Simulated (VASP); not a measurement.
# LiSc2AlN2 (I4/mmm) in VASP: single point with PBE

Aim: the single point of LiSc2AlN2 with PBE.

Everything below comes from runs of VASP 6.6.1. Logs are shortened: lines on timing, memory, paths and dates and some standing lists are left out, and cuts for length are marked.

### 1 The cell of the first run

It takes space group I4/mmm (No. 139, tetragonal). Conventional cell: a = 4.291 Å, b = 4.291 Å, c = 7.668 Å, α = 90.00°, β = 90.00°, γ = 90.00°. Within 2.6 Å of Li (site symmetry 4/mmm) lie 2 N at 1.94 Å. Within 2.8 Å of Sc (site symmetry -4m2) lie 4 N at 2.15 Å. Al (site symmetry 4/mmm) has 2 N at 1.89 Å within 2.5 Å. N (site symmetry 4mm) has 1 Al at 1.89 Å and 1 Li at 1.94 Å and 4 Sc at 2.15 Å within 2.5 Å.

### 2 Single point, PBE (volume scaled by 0.88, then relaxed in part)

File INCAR:

```
SYSTEM = LiSc2AlN2
PREC     = Accurate       ! precision mode
ENCUT    = 520            ! plane-wave cutoff, eV
EDIFF    = 1E-6           ! SCF threshold, eV
ISMEAR   = 0              ! smearing method
SIGMA    = 0.1            ! smearing width, eV
LREAL    = .False.        ! projectors in reciprocal space
LASPH    = .True.         ! aspherical terms in the spheres
NELM     = 100            ! most SCF steps
ALGO     = Normal         ! electronic algorithm
ISIF     = 2              ! what is computed and relaxed
LWAVE    = .False.        ! write WAVECAR
LCHARG   = .False.        ! write CHGCAR
GGA      = PE             ! functional
NBANDS   = 28             ! bands
```

File KPOINTS:

```
Automatic mesh
0
Gamma
  10 10 10
  0 0 0
```

File POSCAR:

```
LiSc2AlN2
1.0
   -2.1452855122      2.1452855122      3.8338288560
    2.1452855122     -2.1452855122      3.8338288560
    2.1452855122      2.1452855122     -3.8338288560
Li Sc Al N
1 2 1 2
Direct
    0.0000000000      0.0000000000      0.0000000000
    0.7500000000      0.2500000000      0.5000000000
    0.2500000000      0.7500000000      0.5000000000
    0.5000000000      0.5000000000      0.0000000000
    0.2534700025      0.2534700025      0.0000000000
    0.7465299975      0.7465299975      0.0000000000
```

Potentials or basis: VASP PAW PBE potentials, release 64 (Li_sv, Sc_sv, Al, N).

Run with:

```bash
cat potpaw_PBE.64/Li_sv/POTCAR potpaw_PBE.64/Sc_sv/POTCAR potpaw_PBE.64/Al/POTCAR potpaw_PBE.64/N/POTCAR > POTCAR
mpirun -np 1 vasp_std > vasp.out
```

OUTCAR:

```text
SYSTEM = LiSc2AlN2
   PREC = Accurate
   ENCUT = 520
   EDIFF = 1E-6
   ISMEAR = 0
   LREAL = .False.
   LASPH = .True.
   NELM = 100
   ISIF = 2
   GGA = PE

 ion  position               nearest neighbor table
   1  0.000  0.000  0.000-   5 1.94   6 1.94   2 2.88   3 2.88   2 2.88   3 2.88   2 2.88   3 2.88
                             2 2.88   3 2.88
   2  0.750  0.250  0.500-   5 2.15   6 2.15   5 2.15   6 2.15   4 2.88   4 2.88   1 2.88   4 2.88
                             1 2.88   4 2.88   1 2.88   1 2.88   3 3.03   3 3.03   3 3.03   3 3.03
   3  0.250  0.750  0.500-   5 2.15   6 2.15   5 2.15   6 2.15   4 2.88   4 2.88   1 2.88   4 2.88
                             1 2.88   1 2.88   4 2.88   1 2.88   2 3.03   2 3.03   2 3.03   2 3.03
   4  0.500  0.500  0.000-   5 1.89   6 1.89   2 2.88   3 2.88   3 2.88   2 2.88   2 2.88   3 2.88
                             3 2.88   2 2.88
   5  0.253  0.253  0.000-   4 1.89   1 1.94   3 2.15   2 2.15   3 2.15   2 2.15
   6  0.747  0.747  0.000-   4 1.89   1 1.94   3 2.15   2 2.15   2 2.15   3 2.15

  LATTYP: Found a body centered tetragonal cell.
 ALAT       =     4.2905710244
 C/A-ratio  =     1.7870949271

  Lattice vectors:

 A1 = (  -2.1452855122,   2.1452855122,   3.8338288560)
 A2 = (   2.1452855122,  -2.1452855122,   3.8338288560)
 A3 = (   2.1452855122,   2.1452855122,  -3.8338288560)

Analysis of symmetry for initial positions (statically):
=====================================================================
 Subroutine PRICEL returns:
 Original cell was already a primitive cell.

 Routine SETGRP: Setting up the symmetry group for a
 body centered tetragonal supercell.

 Subroutine GETGRP returns: Found 16 space group operations
 (whereof 16 operations were pure point group operations)
 out of a pool of 16 trial point group operations.

The static configuration has the point symmetry D_4h.

Analysis of symmetry for dynamics (positions and initial velocities):
=====================================================================
 Subroutine PRICEL returns:
 Original cell was already a primitive cell.

 Routine SETGRP: Setting up the symmetry group for a
 body centered tetragonal supercell.

 Subroutine GETGRP returns: Found 16 space group operations
 (whereof 16 operations were pure point group operations)
 out of a pool of 16 trial point group operations.

The dynamic configuration has the point symmetry D_4h.

 Subroutine INISYM returns: Found 16 space group operations
 (whereof 16 operations are pure point group operations),
 and found     1 'primitive' translations

----------------------------------------------------------------------------------------

                                     Primitive cell

  volume of cell :      70.5770

  direct lattice vectors                    reciprocal lattice vectors
    -2.145285512  2.145285512  3.833828856     0.000000000  0.233069210  0.130417924
     2.145285512 -2.145285512  3.833828856     0.233069210  0.000000000  0.130417924
     2.145285512  2.145285512 -3.833828856     0.233069210  0.233069210  0.000000000

  length of vectors
     4.889043215  4.889043215  4.889043215     0.267076940  0.267076940  0.329609638

  position of ions in fractional coordinates (direct lattice)
     0.000000000  0.000000000  0.000000000
     0.750000000  0.250000000  0.500000000
     0.250000000  0.750000000  0.500000000
     0.500000000  0.500000000  0.000000000
     0.253470003  0.253470003  0.000000000
     0.746529997  0.746529997  0.000000000

  ion indices of the primitive-cell ions
   primitive index   ion index
                 1           1
                 2           2
                 3           3
                 4           4
                 5           5
                 6           6

----------------------------------------------------------------------------------------

 KPOINTS: Automatic mesh

Automatic generation of k-mesh.
 Grid dimensions read from file:
 generate k-points for:   10   10   10

 Generating k-lattice:

  Cartesian coordinates                     Fractional coordinates (reciprocal lattice)
     0.000000000  0.023306921  0.013041792     0.100000000  0.000000000  0.000000000
     0.023306921  0.000000000  0.013041792     0.000000000  0.100000000  0.000000000
     0.023306921  0.023306921  0.000000000     0.000000000  0.000000000  0.100000000

  Length of vectors
     0.026707694  0.026707694  0.032960964

  Shift w.r.t. Gamma in fractional coordinates (k-lattice)
     0.000000000  0.000000000  0.000000000

 Subroutine IBZKPT returns following result:
 ===========================================

 Found    102 irreducible k-points:

 Following reciprocal coordinates:
            Coordinates               Weight
  0.000000  0.000000  0.000000      1.000000
  0.100000  0.000000  0.000000      8.000000
  0.200000  0.000000  0.000000      8.000000
  0.300000 -0.000000  0.000000      8.000000
  0.400000 -0.000000  0.000000      8.000000
  0.500000 -0.000000  0.000000      4.000000
[... 16 lines left out ...]
  0.300000  0.300000  0.000000      8.000000
  0.400000  0.300000  0.000000     16.000000
 [... further k-points ...]
   k-points           NKPTS =    102   k-points in BZ     NKDIM =    102   number of bands    NBANDS=     28
   number of dos      NEDOS =    301   number of ions     NIONS =      6
   total plane-waves  NPLWV =  46656
   dimension x,y,z NGX =    36 NGY =   36 NGZ =   36
   dimension x,y,z NGXF=    72 NGYF=   72 NGZF=   72
   ions per type =               1   2   1   2
   NGX,Y,Z   is equivalent  to a cutoff of  12.24, 12.24, 12.24 a.u.
   NGXF,Y,Z  is equivalent  to a cutoff of  24.48, 24.48, 24.48 a.u.
 SYSTEM =  LiSc2AlN2
   PREC   = accura    normal or accurate (medium, high low for compatibility)
   ISTART =      0    job   : 0-new  1-cont  2-samecut
   ICHARG =      2    charge: 1-file 2-atom 10-const
   ISPIN  =      1    spin polarized calculation?
   LNONCOLLINEAR =      F non collinear calculations
   LSORBIT =      F    spin-orbit coupling
   LASPH  =      T    aspherical Exc in radial PAW
   ENCUT  =  520.0 eV  38.22 Ry    6.18 a.u.   9.09  9.09  9.09*2*pi/ulx,y,z
   NELM   =    100;   NELMIN=  2; NELMDL= -5     # of ELM steps
   EDIFF  = 0.1E-05   stopping-criterion for ELM
   LREAL  =      F    real-space projection
   EDIFFG = 0.1E-04   stopping-criterion for IOM
   NSW    =      0    number of steps for IOM
   IBRION =     -1    ionic relax: 0-MD 1-quasi-New 2-CG
   NFREE  =      0    steps in history (QN), initial steepest desc. (CG)
   ISIF   =      2    stress and relaxation
   ISYM   =      2    0-nonsym 1-usesym 2-fastsym
   POTIM  = 0.5000    time-step for ionic-motion
   TEBEG  =    0.0;   TEEND  =   0.0 temperature during run
   PSTRESS=    0.0 pullay stress
   NELECT =      38.0000    total number of electrons
   NUPDOWN=      -1.0000    fix difference up-down
   EMIN   =  10.00;   EMAX   =-10.00  energy-range for DOS
   EFERMI =   0.00;   METHOD = LEGACY
   ISMEAR =     0;   SIGMA  =   0.10  broadening in eV -4-tet -1-fermi 0-gaus
   EFERMI_NEDOS =   21; number of points for ismear=-14 and -15
   IALGO  =     38    algorithm
   IMIX   =      4    mixing-type and parameters
     AMIX     =   0.40;   BMIX     =  1.00
     AMIX_MAG =   1.60;   BMIX_MAG =  1.00
  volume/ion in A,a.u.               =      11.76        79.38
  Fermi-wavevector in a.u.,A,eV,Ry     =   1.331829  2.516791 24.133577  1.773768
  Thomas-Fermi vector in A             =   2.460810
   LORBIT       =      0    0 simple, 1 ext, 2 COOP (PROOUT), +10 PAW based schemes
   GGA     = PE    functional components
   LHFCALC =     F    Hartree Fock is set to
   AEXX    =    0.0000 exact exchange contribution
   IVDW    =     0    specifies the selected vdW correction
   LEPSILON=     F    determine dielectric tensor
   LRPA    =     F    only Hartree local field effects (RPA)
 non-spin polarized calculation
 Gauss-broadening in eV      SIGMA  =   0.10
  energy-cutoff  :      520.00
  volume of cell :       70.58
 maximum number of plane-waves:      1920
   NGX = 19   NGY = 19   NGZ = 19

 number of electron      37.9999993 magnetization

 Free energy of the ion-electron system (eV)
  ---------------------------------------------------
  ext. energy  EPLUGINS =         0.00000000
  ---------------------------------------------------
  free energy    TOTEN  =       -40.87507431 eV

  energy without entropy =      -40.86996014  energy(sigma->0) =      -40.87251723

 E-fermi :   6.3798     XC(G=0): -11.1415

 val. band max:        6.3746783611   @ k =  -0.1000   0.3000   0.1000
 cond. band min:       6.3848801082   @ k =  -0.2000   0.4000   0.2000
 fundamental gap:      0.0102017471
 Fermi energy:         6.3798465689

 k-point     1 :       0.0000    0.0000    0.0000
  band No.  band energies     occupation
      1     -42.3193      2.00000
      2     -42.1991      2.00000
      3     -38.5927      2.00000
      4     -21.2581      2.00000
      5     -21.2581      2.00000
      6     -21.0178      2.00000
[... 20 lines left out ...]
     27      11.3420      0.00000
     28      11.7796      0.00000

 k-point     2 :       0.1000    0.0000    0.0000
  band No.  band energies     occupation
      1     -42.3162      2.00000
      2     -42.2020      2.00000
      3     -38.5928      2.00000
      4     -21.2540      2.00000
      5     -21.2477      2.00000
      6     -21.0161      2.00000
[... 20 lines left out ...]
     27      11.3924      0.00000
     28      11.7325      0.00000

 k-point     3 :       0.2000    0.0000    0.0000
  band No.  band energies     occupation
      1     -42.3074      2.00000
      2     -42.2102      2.00000
      3     -38.5929      2.00000
      4     -21.2404      2.00000
      5     -21.2174      2.00000
      6     -21.0113      2.00000
[... 616 lines left out ...]
      3     -38.5936      2.00000
      4     -21.3955      2.00000
      5     -21.2476      2.00000
      6     -21.0112      2.00000
[... 20 lines left out ...]
     27      11.2100      0.00000
     28      12.3651      0.00000

 k-point    24 :       0.4000    0.3000    0.0000
  band No.  band energies     occupation
      1     -42.2670      2.00000
      2     -42.2474      2.00000
      3     -38.5936      2.00000
      4     -21.4098      2.00000
      5     -21.3292      2.00000
      6     -21.0074      2.00000
[... 20 lines left out ...]
     27      11.0128      0.00000
     28      12.6067      0.00000

 [... further k-points ...]

------------------------ aborting loop because EDIFF is reached ----------------------------------------

  FORCE on cell =-STRESS in cart. coord.  units (eV):
  Direction    XX          YY          ZZ          XY          YZ          ZX
  --------------------------------------------------------------------------------------
  -------------------------------------------------------------------------------------
  Total        8.7527867      8.7527867      8.3467756      0.0000000     -0.0000000      0.0000000
  in kB      198.6982370    198.6982370    189.4813226      0.0000000     -0.0000000      0.0000000
  external PRESSURE =     195.6259322 kB  Pullay stress =       0.0000000 kB

 VOLUME and BASIS-vectors are now :
 -----------------------------------------------------------------------------
  energy-cutoff  :      520.00
  volume of cell :       70.58
      direct lattice vectors                 reciprocal lattice vectors
    -2.145285512  2.145285512  3.833828856     0.000000000  0.233069210  0.130417924
     2.145285512 -2.145285512  3.833828856     0.233069210  0.000000000  0.130417924
     2.145285512  2.145285512 -3.833828856     0.233069210  0.233069210  0.000000000

 POSITION                                       TOTAL-FORCE (eV/Angst)
 -----------------------------------------------------------------------------------
      0.00000      0.00000      0.00000        -0.000000     -0.000000     -0.000000
      0.00000      2.14529      1.91691        -0.000000     -0.000000     -0.000000
      2.14529      0.00000      1.91691        -0.000000     -0.000000     -0.000000
      0.00000      0.00000      3.83383        -0.000000     -0.000000     -0.000000
      0.00000      0.00000      1.94352         0.000000      0.000000      0.024423
      0.00000      0.00000      5.72414        -0.000000     -0.000000     -0.024423
 -----------------------------------------------------------------------------------
    total drift:                                0.000000      0.000000     -0.000000

  FREE ENERGIE OF THE ION-ELECTRON SYSTEM (eV)
  ---------------------------------------------------
  free  energy   TOTEN  =       -40.8750743115 eV

  energy  without entropy=      -40.8699601448  energy(sigma->0) =      -40.87251723
```

Wall time 2.6 min (1 thread of Intel Xeon Platinum 8375C at 2.90GHz (Ice Lake), shared host); peak memory 0.34 GiB.

What came out:

| Property | Result |
| --- | --- |
| Free energy | -40.8751 eV |
| Largest force | 0.024 eV/Å |
| Band gap on the k mesh | zero (band 19 reaches 7.05 eV, above the bottom of band 20 at 5.32 eV) |

Forces on the atoms (eV/Å):
```
Li   0.000  0.000  0.000
Sc   0.000  0.000  0.000
Sc   0.000  0.000  0.000
Al   0.000  0.000  0.000
N    0.000  0.000  0.024
N    0.000  0.000 -0.024
```

Levels at points of the mesh, in eV from the Fermi level:
```tsv
k point	band 16	band 17	band 18	band 19	band 20	band 21	band 22	band 23
(0.00, 0.00, 0.00)	-2.94	-2.16	-2.16	-1.06	-1.06	-0.24	3.41	3.41
(0.50, 0.00, 0.00)	-3.40	-3.22	-1.00	-0.89	0.84	1.07	3.24	3.61
(0.50, 0.50, 0.00)	-4.12	-4.00	-1.40	-1.22	0.99	2.88	3.33	3.46
(0.50, 0.50, 0.50)	-1.68	-1.68	0.05	0.67	0.86	1.26	1.26	2.44
```

Caveat: the cutoff is under 1.25 times the usual one of these potentials, so pressure, stress and relaxed cells hold a basis-set (Pulay) error.
